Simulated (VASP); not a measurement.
# CdS (P6_3/mmc) in VASP: a series of runs

CdS is run at these levels: PBEsol, PBE; tasks: single point.

All numbers are computed with VASP 6.6.1; they aren't measurements. Logs are shortened: lines on timing, memory, paths and dates and some standing lists are left out, and cuts for length are marked.

## (1) The cell of the first run

It takes space group P6_3/mmc (No. 194, hexagonal). The conventional cell has a = 3.809 Å, b = 3.809 Å, c = 6.365 Å, α = 90.00°, β = 90.00°, γ = 120.00°. Within 3.6 Å of Cd (site symmetry -3m) lie 6 S at 2.71 Å and 2 Cd at 3.18 Å. Within 3.6 Å of S (site symmetry -6m2) lie 6 Cd at 2.71 Å.

## (2) Single point, PBEsol

The input, INCAR:

```
SYSTEM = CdS
PREC = Accurate ; ENCUT = 520
EDIFF = 1E-6 ; ISMEAR = -1
SIGMA = 0.02 ; LREAL = .False.
LASPH = .True. ; NELM = 80
ALGO = Normal ; ISIF = 2
LWAVE = .False. ; LCHARG = .False.
GGA = PS ; NBANDS = 26
```

The input, KPOINTS:

```
Automatic mesh
0
Gamma
  12 12 4
  0 0 0
```

The input, POSCAR:

```
CdS
1.0
    3.8091917370      0.0000000000      0.0000000000
   -1.9045958685      3.2988568121      0.0000000000
    0.0000000000      0.0000000000      6.3649212584
Cd S
2 2
Direct
    0.0000000000      0.0000000000      0.0000000000
    0.0000000000      0.0000000000      0.5000000000
    0.3333333333      0.6666666667      0.2500000000
    0.6666666667      0.3333333333      0.7500000000
```

Potentials or basis: VASP PAW PBE potentials, release 64 (Cd, S).

Run with:

```console
cat potpaw_PBE.64/Cd/POTCAR potpaw_PBE.64/S/POTCAR > POTCAR
mpirun -np 1 vasp_std > vasp.out
```

OUTCAR:

```text
SYSTEM = CdS
   PREC = Accurate
   ENCUT = 520
   EDIFF = 1E-6
   ISMEAR = -1
   LREAL = .False.
   LASPH = .True.
   NELM = 80
   ISIF = 2
   GGA = PS

 ion  position               nearest neighbor table
   1  0.000  0.000  0.000-   3 2.71   4 2.71   3 2.71   4 2.71   4 2.71   3 2.71   2 3.18   2 3.18

   2  0.000  0.000  0.500-   3 2.71   4 2.71   3 2.71   4 2.71   4 2.71   3 2.71   1 3.18   1 3.18

   3  0.333  0.667  0.250-   1 2.71   2 2.71   1 2.71   2 2.71   1 2.71   2 2.71
   4  0.667  0.333  0.750-   1 2.71   2 2.71   1 2.71   2 2.71   1 2.71   2 2.71

  LATTYP: Found a hexagonal cell.
 ALAT       =     3.8091917370
 C/A-ratio  =     1.6709374843

  Lattice vectors:

 A1 = (   3.8091917370,   0.0000000000,   0.0000000000)
 A2 = (  -1.9045958685,   3.2988568121,   0.0000000000)
 A3 = (   0.0000000000,   0.0000000000,   6.3649212584)

Analysis of symmetry for initial positions (statically):
=====================================================================
 Subroutine PRICEL returns:
 Original cell was already a primitive cell.

 Routine SETGRP: Setting up the symmetry group for a
 hexagonal supercell.

 Subroutine GETGRP returns: Found 24 space group operations
 (whereof 12 operations were pure point group operations)
 out of a pool of 24 trial point group operations.

The static configuration has the point symmetry D_3d.
 The point group associated with its full space group is D_6h.

Analysis of symmetry for dynamics (positions and initial velocities):
=====================================================================
 Subroutine PRICEL returns:
 Original cell was already a primitive cell.

 Routine SETGRP: Setting up the symmetry group for a
 hexagonal supercell.

 Subroutine GETGRP returns: Found 24 space group operations
 (whereof 12 operations were pure point group operations)
 out of a pool of 24 trial point group operations.

The dynamic configuration has the point symmetry D_3d.
 The point group associated with its full space group is D_6h.

 Subroutine INISYM returns: Found 24 space group operations
 (whereof 12 operations are pure point group operations),
 and found     1 'primitive' translations

----------------------------------------------------------------------------------------

                                     Primitive cell

  volume of cell :      79.9815

  direct lattice vectors                    reciprocal lattice vectors
     3.809191737  0.000000000  0.000000000     0.262522884  0.151567658  0.000000000
    -1.904595868  3.298856812  0.000000000     0.000000000  0.303135315  0.000000000
     0.000000000  0.000000000  6.364921258     0.000000000  0.000000000  0.157111135

  length of vectors
     3.809191737  3.809191737  6.364921258     0.303135315  0.303135315  0.157111135

  position of ions in fractional coordinates (direct lattice)
     0.000000000  0.000000000  0.000000000
     0.000000000  0.000000000  0.500000000
     0.333333333  0.666666667  0.250000000
     0.666666667  0.333333333  0.750000000

  ion indices of the primitive-cell ions
   primitive index   ion index
                 1           1
                 2           2
                 3           3
                 4           4

----------------------------------------------------------------------------------------

 KPOINTS: Automatic mesh

Automatic generation of k-mesh.
 Grid dimensions read from file:
 generate k-points for:   12   12    4

 Generating k-lattice:

  Cartesian coordinates                     Fractional coordinates (reciprocal lattice)
     0.021876907  0.012630638  0.000000000     0.083333333  0.000000000  0.000000000
     0.000000000  0.025261276  0.000000000     0.000000000  0.083333333  0.000000000
     0.000000000  0.000000000  0.039277784     0.000000000  0.000000000  0.250000000

  Length of vectors
     0.025261276  0.025261276  0.039277784

  Shift w.r.t. Gamma in fractional coordinates (k-lattice)
     0.000000000  0.000000000  0.000000000

 Subroutine IBZKPT returns following result:
 ===========================================

 Found     57 irreducible k-points:

 Following reciprocal coordinates:
            Coordinates               Weight
  0.000000  0.000000  0.000000      1.000000
  0.083333 -0.000000  0.000000      6.000000
  0.166667 -0.000000  0.000000      6.000000
  0.250000 -0.000000  0.000000      6.000000
  0.333333 -0.000000  0.000000      6.000000
  0.416667 -0.000000  0.000000      6.000000
[... 16 lines left out ...]
  0.250000 -0.000000  0.250000     12.000000
  0.333333 -0.000000  0.250000     12.000000
 [... further k-points ...]
   k-points           NKPTS =     57   k-points in BZ     NKDIM =     57   number of bands    NBANDS=     26
   number of dos      NEDOS =    301   number of ions     NIONS =      4
   total plane-waves  NPLWV =  37632
   dimension x,y,z NGX =    28 NGY =   28 NGZ =   48
   dimension x,y,z NGXF=    56 NGYF=   56 NGZF=   96
   ions per type =               2   2
   NGX,Y,Z   is equivalent  to a cutoff of  12.22, 12.22, 12.54 a.u.
   NGXF,Y,Z  is equivalent  to a cutoff of  24.44, 24.44, 25.07 a.u.
 SYSTEM =  CdS
   PREC   = accura    normal or accurate (medium, high low for compatibility)
   ISTART =      0    job   : 0-new  1-cont  2-samecut
   ICHARG =      2    charge: 1-file 2-atom 10-const
   ISPIN  =      1    spin polarized calculation?
   LNONCOLLINEAR =      F non collinear calculations
   LSORBIT =      F    spin-orbit coupling
   LASPH  =      T    aspherical Exc in radial PAW
   ENCUT  =  520.0 eV  38.22 Ry    6.18 a.u.   7.08  7.08 11.83*2*pi/ulx,y,z
   NELM   =     80;   NELMIN=  2; NELMDL= -5     # of ELM steps
   EDIFF  = 0.1E-05   stopping-criterion for ELM
   LREAL  =      F    real-space projection
   EDIFFG = 0.1E-04   stopping-criterion for IOM
   NSW    =      0    number of steps for IOM
   IBRION =     -1    ionic relax: 0-MD 1-quasi-New 2-CG
   NFREE  =      0    steps in history (QN), initial steepest desc. (CG)
   ISIF   =      2    stress and relaxation
   ISYM   =      2    0-nonsym 1-usesym 2-fastsym
   POTIM  = 0.5000    time-step for ionic-motion
   TEBEG  =    0.0;   TEEND  =   0.0 temperature during run
   PSTRESS=    0.0 pullay stress
   NELECT =      36.0000    total number of electrons
   NUPDOWN=      -1.0000    fix difference up-down
   EMIN   =  10.00;   EMAX   =-10.00  energy-range for DOS
   EFERMI =   0.00;   METHOD = LEGACY
   ISMEAR =    -1;   SIGMA  =   0.02  broadening in eV -4-tet -1-fermi 0-gaus
   EFERMI_NEDOS =   21; number of points for ismear=-14 and -15
   IALGO  =     38    algorithm
   IMIX   =      4    mixing-type and parameters
     AMIX     =   0.40;   BMIX     =  1.00
     AMIX_MAG =   1.60;   BMIX_MAG =  1.00
  volume/ion in A,a.u.               =      20.00       134.94
  Fermi-wavevector in a.u.,A,eV,Ry     =   1.254621  2.370890 21.416575  1.574074
  Thomas-Fermi vector in A             =   2.388417
   LORBIT       =      0    0 simple, 1 ext, 2 COOP (PROOUT), +10 PAW based schemes
   GGA     = PS    functional components
   LHFCALC =     F    Hartree Fock is set to
   AEXX    =    0.0000 exact exchange contribution
   IVDW    =     0    specifies the selected vdW correction
   LEPSILON=     F    determine dielectric tensor
   LRPA    =     F    only Hartree local field effects (RPA)
 non-spin polarized calculation
  energy-cutoff  :      520.00
  volume of cell :       79.98
 maximum number of plane-waves:      2184
   NGX = 15   NGY = 15   NGZ = 23

 number of electron      36.0000028 magnetization

 Free energy of the ion-electron system (eV)
  ---------------------------------------------------
  ext. energy  EPLUGINS =         0.00000000
  ---------------------------------------------------
  free energy    TOTEN  =       -13.11563266 eV

  energy without entropy =      -13.11563266  energy(sigma->0) =      -13.11563266

 E-fermi :   3.4383     XC(G=0): -10.6944

 val. band max:        3.0869219192   @ k =   0.0000   0.0000   0.0000
 cond. band min:       3.7372715321   @ k =   0.0000   0.0000   0.0000
 fundamental gap:      0.6503496129
 Fermi energy:         3.4383342758

 k-point     1 :       0.0000    0.0000    0.0000
  band No.  band energies     occupation
      1      -9.9695      2.00000
      2      -8.7905      2.00000
      3      -5.0943      2.00000
      4      -5.0378      2.00000
      5      -5.0378      2.00000
      6      -4.7479      2.00000
[... 18 lines left out ...]
     25      12.1717      0.00000
     26      12.1717      0.00000

 k-point     2 :       0.0833   -0.0000    0.0000
  band No.  band energies     occupation
      1      -9.9115      2.00000
      2      -8.7965      2.00000
      3      -5.0905      2.00000
      4      -5.0328      2.00000
      5      -4.9759      2.00000
      6      -4.7142      2.00000
[... 18 lines left out ...]
     25      11.9656      0.00000
     26      12.0311      0.00000

 k-point     3 :       0.1667   -0.0000    0.0000
  band No.  band energies     occupation
      1      -9.7454      2.00000
      2      -8.8116      2.00000
      3      -5.0833      2.00000
      4      -5.0257      2.00000
      5      -4.8007      2.00000
      6      -4.7390      2.00000
[... 18 lines left out ...]
     25      10.9657      0.00000
     26      11.4519      0.00000

 k-point     4 :       0.2500   -0.0000    0.0000
  band No.  band energies     occupation
      1      -9.4985      2.00000
      2      -8.8272      2.00000
      3      -5.0826      2.00000
      4      -5.0300      2.00000
      5      -4.8207      2.00000
      6      -4.7707      2.00000
[... 18 lines left out ...]
     25      10.8795      0.00000
     26      11.5947      0.00000
[... 496 lines left out ...]
      1      -9.6273      2.00000
      2      -8.9714      2.00000
      3      -4.9896      2.00000
      4      -4.9580      2.00000
      5      -4.8641      2.00000
      6      -4.7688      2.00000
[... 18 lines left out ...]
     25      10.8449      0.00000
     26      11.2331      0.00000

 k-point    23 :       0.2500   -0.0000    0.2500
  band No.  band energies     occupation
      1      -9.4060      2.00000
      2      -8.9312      2.00000
      3      -4.9839      2.00000
      4      -4.9580      2.00000
      5      -4.8535      2.00000
      6      -4.7523      2.00000
[... 18 lines left out ...]
     25      10.9973      0.00000
     26      11.4739      0.00000

 k-point    24 :       0.3333   -0.0000    0.2500
  band No.  band energies     occupation
      1      -9.1697      2.00000
      2      -8.8824      2.00000
      3      -5.0039      2.00000
      4      -4.9701      2.00000
      5      -4.8884      2.00000
      6      -4.7799      2.00000
[... 18 lines left out ...]
     25      11.3312      0.00000
     26      12.3191      0.00000

 [... further k-points ...]

------------------------ aborting loop because EDIFF is reached ----------------------------------------

  FORCE on cell =-STRESS in cart. coord.  units (eV):
  Direction    XX          YY          ZZ          XY          YZ          ZX
  --------------------------------------------------------------------------------------
  -------------------------------------------------------------------------------------
  Total        0.2482304      0.2482304      0.2693109      0.0000000      0.0000000      0.0000000
  in kB        4.9725161      4.9725161      5.3947979      0.0000000      0.0000000      0.0000000
  external PRESSURE =       5.1132767 kB  Pullay stress =       0.0000000 kB

 VOLUME and BASIS-vectors are now :
 -----------------------------------------------------------------------------
  energy-cutoff  :      520.00
  volume of cell :       79.98
      direct lattice vectors                 reciprocal lattice vectors
     3.809191737  0.000000000  0.000000000     0.262522884  0.151567658  0.000000000
    -1.904595868  3.298856812  0.000000000     0.000000000  0.303135315  0.000000000
     0.000000000  0.000000000  6.364921258     0.000000000  0.000000000  0.157111135

 POSITION                                       TOTAL-FORCE (eV/Angst)
 -----------------------------------------------------------------------------------
      0.00000      0.00000      0.00000        -0.000000      0.000000     -0.000000
      0.00000      0.00000      3.18246        -0.000000      0.000000     -0.000000
     -0.00000      2.19924      1.59123        -0.000000      0.000000     -0.000000
      1.90460      1.09962      4.77369         0.000000     -0.000000      0.000000
 -----------------------------------------------------------------------------------
    total drift:                               -0.000000     -0.000000      0.000000

  FREE ENERGIE OF THE ION-ELECTRON SYSTEM (eV)
  ---------------------------------------------------
  free  energy   TOTEN  =       -13.1156326638 eV

  energy  without entropy=      -13.1156326630  energy(sigma->0) =      -13.11563266
```

Run time: 1.9 min. Hardware: 1 thread of Intel Xeon 8259CL, shared host; peak memory 0.24 GiB.

Results:

| Quantity | Value |
| --- | --- |
| Free energy | -13.1156 eV |
| Pressure | 0.5 GPa |
| Band gap on the k mesh | 0.65 eV |

Levels at points of the mesh, in eV from the valence-band top:
| k point | band 14 | band 15 | band 16 | band 17 | band 18 | band 19 | band 20 | band 21 | band 22 | band 23 |
| --- | --- | --- | --- | --- | --- | --- | --- | --- | --- | --- |
| (0.00, 0.00, 0.00) | -0.97 | -0.85 | -0.85 | 0.00 | 0.00 | 0.65 | 3.26 | 6.61 | 6.61 | 7.36 |
| (0.50, 0.00, 0.00) | -4.00 | -3.31 | -2.24 | -1.58 | -0.04 | 2.56 | 3.63 | 3.70 | 5.78 | 6.89 |
| (0.00, 0.00, 0.50) | -3.67 | -0.39 | -0.39 | -0.39 | -0.39 | 3.07 | 3.07 | 6.74 | 6.74 | 7.10 |
| (0.50, 0.00, 0.50) | -4.90 | -1.41 | -1.41 | -1.27 | -1.27 | 2.01 | 2.01 | 5.76 | 5.76 | 8.06 |

Caveat: the PAW data sets were made with another functional, which shifts forces and pressure a little. A k mesh can miss the band edges.

## (3) Single point, PBE

This run uses another cell than the first one, of 20.59 Å³/atom.

The input, INCAR:

```
PREC = Accurate
ENCUT = 520
EDIFF = 1E-6
ISMEAR = -1
SIGMA = 0.02
LREAL = F
LASPH = T
NELM = 80
ALGO = Normal
ISIF = 2
LWAVE = F
LCHARG = F
GGA = PE
NBANDS = 26
```

The input, KPOINTS:

```
Automatic mesh
0
Gamma
  12 12 4
```

The input, POSCAR:

```
CdS
1.0
    3.8410415901      0.0000000000      0.0000000000
   -1.9205207951      3.3264395940      0.0000000000
    0.0000000000      0.0000000000      6.4452706107
Cd S
2 2
Direct
    0.0000000000      0.0000000000      0.0000000000
    0.0000000000      0.0000000000      0.5000000000
    0.3333333333      0.6666666667      0.2500000000
    0.6666666667      0.3333333333      0.7500000000
```

Potentials or basis: VASP PAW PBE potentials, release 64 (Cd, S).

Run with:

```console
cat potpaw_PBE.64/Cd/POTCAR potpaw_PBE.64/S/POTCAR > POTCAR
mpirun -np 1 vasp_std > vasp.out
```

It took 2.3 min on 1 thread of Intel Xeon 8259CL, shared host; peak memory 0.26 GiB.

The run converged. Its results:

| Item | Value |
| --- | --- |
| Free energy | -11.5748 eV |
| Pressure | 2.2 GPa |
| Band gap on the k mesh | 0.64 eV |

Stress tensor (GPa, compression positive):
```
2.21 0.00 0.00
0.00 2.21 0.00
0.00 0.00 2.10
```

Levels at points of the mesh, in eV from the valence-band top:
```tsv
k point	band 16	band 17	band 18	band 19	band 20	band 21
(0.00, 0.00, 0.00)	-0.76	0.00	0.00	0.64	3.45	6.75
(0.50, 0.00, 0.00)	-2.08	-1.50	-0.05	2.54	3.77	3.80
(0.00, 0.00, 0.50)	-0.36	-0.36	-0.36	3.06	3.06	6.80
(0.50, 0.00, 0.50)	-1.34	-1.18	-1.18	2.10	2.10	5.90
```
